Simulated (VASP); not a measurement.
# W12CO in VASP: single point with PBE

Aim: the single point of W12CO with PBE.

Everything below comes from runs of VASP 6.6.1. Logs are shortened: lines on timing, memory, paths and dates and some standing lists are left out, and cuts for length are marked.

## Step 1: The cell of the first run

The cell holds a slab with vacuum, 14 atoms: a = 5.514 Å, b = 5.514 Å, c = 22.506 Å, α = 90.00°, β = 90.00°, γ = 109.47°.

## Step 2: Single point, PBE

Contents of INCAR:

```
SYSTEM = W12CO
ALGO     = Normal         ! electronic algorithm
DIPOL    = 0.5 0.5 0.319
EDIFF    = 1E-6           ! SCF threshold, eV
ENCUT    = 520            ! plane-wave cutoff, eV
GGA      = PE             ! functional
IDIPOL   = 3            
ISIF     = 2              ! what is computed and relaxed
ISMEAR   = 0              ! smearing method
LASPH    = .True.         ! aspherical terms in the spheres
LCHARG   = .True.         ! write CHGCAR
LDIPOL   = .True.       
LELF     = .True.         ! ELF
LREAL    = .False.        ! projectors in reciprocal space
LVACPOTAV= .True.       
LVHAR    = .True.       
LWAVE    = .False.        ! write WAVECAR
NBANDS   = 102            ! bands
NELM     = 100            ! most SCF steps
PREC     = Accurate       ! precision mode
SIGMA    = 0.1            ! smearing width, eV
```

Contents of KPOINTS:

```
k-points
0
Gamma
  5 5 1
  0 0 0
```

Contents of POSCAR:

```
W12CO
1.0
    5.5140853208      0.0000000000      0.0000000000
   -1.8380284403      5.1987294965      0.0000000000
    0.0000000000      0.0000000000     22.5060050680
W C O
12 1 1
Direct
    0.2500000000      0.2500000000      0.1777303430
    0.2500000000      0.7500000000      0.1777303430
    0.7500000000      0.2500000000      0.1777303430
    0.7500000000      0.7500000000      0.1777303430
    0.0000000000      0.0000000000      0.2745058807
    0.0000000000      0.5000000000      0.2745058807
    0.5000000000      0.0000000000      0.2745058807
    0.5000000000      0.5000000000      0.2745058807
    0.2500000000      0.2500000000      0.3712789117
    0.2500000000      0.7500000000      0.3712789117
    0.7500000000      0.2500000000      0.3712789117
    0.7500000000      0.7500000000      0.3712789117
    0.4166666667      0.4166666667      0.5574514460
    0.4166666667      0.4166666667      0.6085489196
```

Potentials or basis: VASP PAW PBE potentials, release 64 (W_sv, C, O).

Launch:

```sh
$ cat potpaw_PBE.64/W_sv/POTCAR potpaw_PBE.64/C/POTCAR potpaw_PBE.64/O/POTCAR > POTCAR
$ mpirun -np 1 vasp_std > vasp.out
```

OUTCAR:

```text
SYSTEM = W12CO
   EDIFF = 1E-6
   ENCUT = 520
   GGA = PE
   ISIF = 2
   ISMEAR = 0
   LASPH = .True.
   LREAL = .False.
   NELM = 100
   PREC = Accurate

 ion  position               nearest neighbor table
   1  0.250  0.250  0.178-   5 2.70   8 2.70   3 2.76   3 2.76   2 2.76   2 2.76   7 3.13   6 3.13
                             4 3.18   4 3.18
   2  0.250  0.750  0.178-   6 2.70   7 2.70   4 2.76   4 2.76   1 2.76   1 2.76   5 3.13   8 3.13
                             3 3.18   3 3.18
   3  0.750  0.250  0.178-   6 2.70   7 2.70   1 2.76   1 2.76   4 2.76   4 2.76   5 3.13   8 3.13
                             2 3.18   2 3.18
   4  0.750  0.750  0.178-   5 2.70   8 2.70   2 2.76   2 2.76   3 2.76   3 2.76   7 3.13   6 3.13
                             1 3.18   1 3.18
   5  0.000  0.000  0.275-   9 2.70  12 2.70   1 2.70   4 2.70   7 2.76   7 2.76   6 2.76   6 2.76
                            11 3.13  10 3.13   3 3.13   2 3.13   8 3.18   8 3.18
   6  0.000  0.500  0.275-  10 2.70  11 2.70   2 2.70   3 2.70   8 2.76   8 2.76   5 2.76   5 2.76
                             9 3.13  12 3.13   1 3.13   4 3.13   7 3.18   7 3.18
   7  0.500  0.000  0.275-  10 2.70  11 2.70   2 2.70   3 2.70   5 2.76   5 2.76   8 2.76   8 2.76
                             9 3.13  12 3.13   1 3.13   4 3.13   6 3.18   6 3.18
   8  0.500  0.500  0.275-   9 2.70  12 2.70   1 2.70   4 2.70   6 2.76   6 2.76   7 2.76   7 2.76
                            11 3.13  10 3.13   3 3.13   2 3.13   5 3.18   5 3.18
   9  0.250  0.250  0.371-   5 2.70   8 2.70  11 2.76  11 2.76  10 2.76  10 2.76   7 3.13   6 3.13
                            12 3.18  12 3.18
  10  0.250  0.750  0.371-   6 2.70   7 2.70  12 2.76  12 2.76   9 2.76   9 2.76   5 3.13   8 3.13
                            11 3.18  11 3.18
  11  0.750  0.250  0.371-   6 2.70   7 2.70   9 2.76   9 2.76  12 2.76  12 2.76   5 3.13   8 3.13
                            10 3.18  10 3.18
  12  0.750  0.750  0.371-   5 2.70   8 2.70  10 2.76  10 2.76  11 2.76  11 2.76   7 3.13   6 3.13
                             9 3.18   9 3.18
  13  0.417  0.417  0.557-  14 1.15
  14  0.417  0.417  0.609-  13 1.15

  LATTYP: Found a base centered orthorhombic cell.
 ALAT       =     6.3671172886
 B/A-ratio  =     1.4142135624
 C/A-ratio  =     3.5347244362

  Lattice vectors:

 A1 = (   5.5140853208,   0.0000000000,   0.0000000000)
 A2 = (  -1.8380284403,   5.1987294965,   0.0000000000)
 A3 = (   0.0000000000,   0.0000000000,  22.5060050680)

Analysis of symmetry for initial positions (statically):
=====================================================================
 Subroutine PRICEL returns:
 Original cell was already a primitive cell.

 Routine SETGRP: Setting up the symmetry group for a
 base centered orthorhombic supercell.

 Subroutine GETGRP returns: Found  2 space group operations
 (whereof  2 operations were pure point group operations)
 out of a pool of  8 trial point group operations.

The static configuration has the point symmetry C_1h.

Analysis of symmetry for dynamics (positions and initial velocities):
=====================================================================
 Subroutine PRICEL returns:
 Original cell was already a primitive cell.

 Routine SETGRP: Setting up the symmetry group for a
 base centered orthorhombic supercell.

 Subroutine GETGRP returns: Found  2 space group operations
 (whereof  2 operations were pure point group operations)
 out of a pool of  8 trial point group operations.

The dynamic configuration has the point symmetry C_1h.

 Subroutine INISYM returns: Found  2 space group operations
 (whereof  2 operations are pure point group operations),
 and found     1 'primitive' translations

----------------------------------------------------------------------------------------

                                     Primitive cell

  volume of cell :     645.1625

  direct lattice vectors                    reciprocal lattice vectors
     5.514085321  0.000000000  0.000000000     0.181353741  0.064118230  0.000000000
    -1.838028440  5.198729497  0.000000000     0.000000000  0.192354690  0.000000000
     0.000000000  0.000000000 22.506005068     0.000000000  0.000000000  0.044432586

  length of vectors
     5.514085321  5.514085321 22.506005068     0.192354690  0.192354690  0.044432586

  position of ions in fractional coordinates (direct lattice)
     0.250000000  0.250000000  0.177730343
     0.250000000  0.750000000  0.177730343
     0.750000000  0.250000000  0.177730343
     0.750000000  0.750000000  0.177730343
     0.000000000  0.000000000  0.274505881
     0.000000000  0.500000000  0.274505881
[... 55 lines left out ...]
  0.200000  0.000000  0.000000      4.000000
  0.400000 -0.000000  0.000000      4.000000
  0.200000  0.200000  0.000000      2.000000
  0.400000  0.200000  0.000000      4.000000
 -0.400000  0.200000  0.000000      4.000000
 -0.200000  0.200000  0.000000      2.000000
  0.400000  0.400000  0.000000      2.000000
 -0.400000  0.400000  0.000000      2.000000
   k-points           NKPTS =      9   k-points in BZ     NKDIM =      9   number of bands    NBANDS=    102
   number of dos      NEDOS =    301   number of ions     NIONS =     14
   total plane-waves  NPLWV = 296352
   dimension x,y,z NGX =    42 NGY =   42 NGZ =  168
   dimension x,y,z NGXF=    84 NGYF=   84 NGZF=  336
   ions per type =              12   1   1
   NGX,Y,Z   is equivalent  to a cutoff of  12.66, 12.66, 12.41 a.u.
   NGXF,Y,Z  is equivalent  to a cutoff of  25.33, 25.33, 24.82 a.u.
 SYSTEM =  W12CO
   PREC   = accura    normal or accurate (medium, high low for compatibility)
   ISTART =      0    job   : 0-new  1-cont  2-samecut
   ICHARG =      2    charge: 1-file 2-atom 10-const
   ISPIN  =      1    spin polarized calculation?
   LNONCOLLINEAR =      F non collinear calculations
   LSORBIT =      F    spin-orbit coupling
   LASPH  =      T    aspherical Exc in radial PAW
   ENCUT  =  520.0 eV  38.22 Ry    6.18 a.u.  10.25 10.25 41.85*2*pi/ulx,y,z
   NELM   =    100;   NELMIN=  2; NELMDL= -5     # of ELM steps
   EDIFF  = 0.1E-05   stopping-criterion for ELM
   LREAL  =      F    real-space projection
   EDIFFG = 0.1E-04   stopping-criterion for IOM
   NSW    =      0    number of steps for IOM
   IBRION =     -1    ionic relax: 0-MD 1-quasi-New 2-CG
   NFREE  =      0    steps in history (QN), initial steepest desc. (CG)
   ISIF   =      2    stress and relaxation
   ISYM   =      2    0-nonsym 1-usesym 2-fastsym
   POTIM  = 0.5000    time-step for ionic-motion
   TEBEG  =    0.0;   TEEND  =   0.0 temperature during run
   PSTRESS=    0.0 pullay stress
   NELECT =     178.0000    total number of electrons
   NUPDOWN=      -1.0000    fix difference up-down
   EMIN   =  10.00;   EMAX   =-10.00  energy-range for DOS
   EFERMI =   0.00;   METHOD = LEGACY
   ISMEAR =     0;   SIGMA  =   0.10  broadening in eV -4-tet -1-fermi 0-gaus
   EFERMI_NEDOS =   21; number of points for ismear=-14 and -15
   IALGO  =     38    algorithm
   IMIX   =      4    mixing-type and parameters
     AMIX     =   0.40;   BMIX     =  1.00
     AMIX_MAG =   1.60;   BMIX_MAG =  1.00
  volume/ion in A,a.u.               =      46.08       310.98
  Fermi-wavevector in a.u.,A,eV,Ry     =   1.065758  2.013990 15.454033  1.135839
  Thomas-Fermi vector in A             =   2.201320
   LORBIT       =      0    0 simple, 1 ext, 2 COOP (PROOUT), +10 PAW based schemes
   GGA     = PE    functional components
   LHFCALC =     F    Hartree Fock is set to
   AEXX    =    0.0000 exact exchange contribution
   IVDW    =     0    specifies the selected vdW correction
   LEPSILON=     F    determine dielectric tensor
   LRPA    =     F    only Hartree local field effects (RPA)
 non-spin polarized calculation
 Gauss-broadening in eV      SIGMA  =   0.10
  energy-cutoff  :      520.00
  volume of cell :      645.16
 maximum number of plane-waves:     17425
 NGX is ok and might be reduce to    42
   NGX = 21   NGY = 21   NGZ = 83

 dipolmoment           0.000000      0.000000      0.216946 electrons x Angstroem

 number of electron     178.0000029 magnetization

 dipolmoment           0.000000      0.000000     -0.029399 electrons x Angstroem

 Free energy of the ion-electron system (eV)
  ---------------------------------------------------
  ext. energy  EPLUGINS =         0.00000000
  ---------------------------------------------------
  free energy    TOTEN  =      -158.21790076 eV

  energy without entropy =     -158.15235838  energy(sigma->0) =     -158.18512957

 E-fermi :   0.3449     XC(G=0):  -5.5387

 val. band max:        0.3124162246   @ k =   0.0000   0.0000   0.0000
 cond. band min:       0.3462905536   @ k =  -0.2000   0.2000   0.0000
 fundamental gap:      0.0338743290
 Fermi energy:         0.3448711507

 k-point     1 :       0.0000    0.0000    0.0000
  band No.  band energies     occupation
      1     -73.8110      2.00000
      2     -73.7327      2.00000
      3     -73.7325      2.00000
      4     -73.6950      2.00000
      5     -73.5984      2.00000
      6     -73.5828      2.00000
[... 925 lines left out ...]
    100       1.5473      0.00000
    101       1.7073      0.00000
 [bands above 101 left out]

------------------------ aborting loop because EDIFF is reached ----------------------------------------

  FORCE on cell =-STRESS in cart. coord.  units (eV):
  Direction    XX          YY          ZZ          XY          YZ          ZX
  --------------------------------------------------------------------------------------
  -------------------------------------------------------------------------------------
  Total      -11.6619970    -14.6568722     -0.6871200     -4.2353932     -0.0299874     -0.0212041
  in kB      -28.9610560    -36.3984400     -1.7063733    -10.5180492     -0.0744698     -0.0526577
  external PRESSURE =     -22.3552898 kB  Pullay stress =       0.0000000 kB

 VOLUME and BASIS-vectors are now :
 -----------------------------------------------------------------------------
  energy-cutoff  :      520.00
  volume of cell :      645.16
      direct lattice vectors                 reciprocal lattice vectors
     5.514085321  0.000000000  0.000000000     0.181353741  0.064118230  0.000000000
    -1.838028440  5.198729497  0.000000000     0.000000000  0.192354690  0.000000000
     0.000000000  0.000000000 22.506005068     0.000000000  0.000000000  0.044432586

 POSITION                                       TOTAL-FORCE (eV/Angst)
 -----------------------------------------------------------------------------------
      0.91901      1.29968      4.00000         0.003043      0.004303     -0.018331
     -0.00000      3.89905      4.00000         0.000296     -0.001333     -0.018157
      3.67606      1.29968      4.00000        -0.001355     -0.000165     -0.018157
      2.75704      3.89905      4.00000        -0.002070     -0.002928     -0.016116
      0.00000      0.00000      6.17803        -0.001915     -0.002708      0.023505
     -0.91901      2.59936      6.17803         0.001257      0.000987     -0.001121
      2.75704      0.00000      6.17803         0.000512      0.001514     -0.001121
      1.83803      2.59936      6.17803        -0.000598     -0.000845     -0.006159
      0.91901      1.29968      8.35601         0.010079      0.014254      0.054258
     -0.00000      3.89905      8.35601         0.003712     -0.001937     -0.007561
      3.67606      1.29968      8.35601        -0.003063      0.002854     -0.007561
      2.75704      3.89905      8.35601        -0.003531     -0.004994      0.003724
      1.53169      2.16614     12.54601        -0.009365     -0.013245      0.730020
      1.53169      2.16614     13.69601         0.003000      0.004243     -0.717221
 -----------------------------------------------------------------------------------
    total drift:                                0.000019      0.000026     -0.000100

  FREE ENERGIE OF THE ION-ELECTRON SYSTEM (eV)
  ---------------------------------------------------
  free  energy   TOTEN  =      -158.2179007612 eV

  energy  without entropy=     -158.1523583794  energy(sigma->0) =     -158.18512957

 vacuum level on the upper side and lower side of the slab         5.008         5.194
```

It took 37 min on 1 thread of Intel Xeon Platinum 8259CL at 2.50GHz (Skylake/Cascade Lake), shared host; peak memory 0.88 GiB.

What came out:

```
Free energy            : -158.2179 eV
Largest force          : 0.730 eV/Å
Band gap on the k mesh : zero (bands 89 and 90 overlap by 1.23 eV)
```

Forces in eV/Å, atoms in the order of the input:
```
W    0.003  0.004 -0.018
W    0.000 -0.001 -0.018
W   -0.001  0.000 -0.018
W   -0.002 -0.003 -0.016
W   -0.002 -0.003  0.024
W    0.001  0.001 -0.001
W    0.001  0.002 -0.001
W   -0.001 -0.001 -0.006
W    0.010  0.014  0.054
W    0.004 -0.002 -0.008
W   -0.003  0.003 -0.008
W   -0.004 -0.005  0.004
C   -0.009 -0.013  0.730
O    0.003  0.004 -0.717
```

Caveat: spin-orbit coupling is left out, which moves the levels of the heavy elements.

The gap in the log of VASP goes by the Fermi energy; the results here count the filled bands.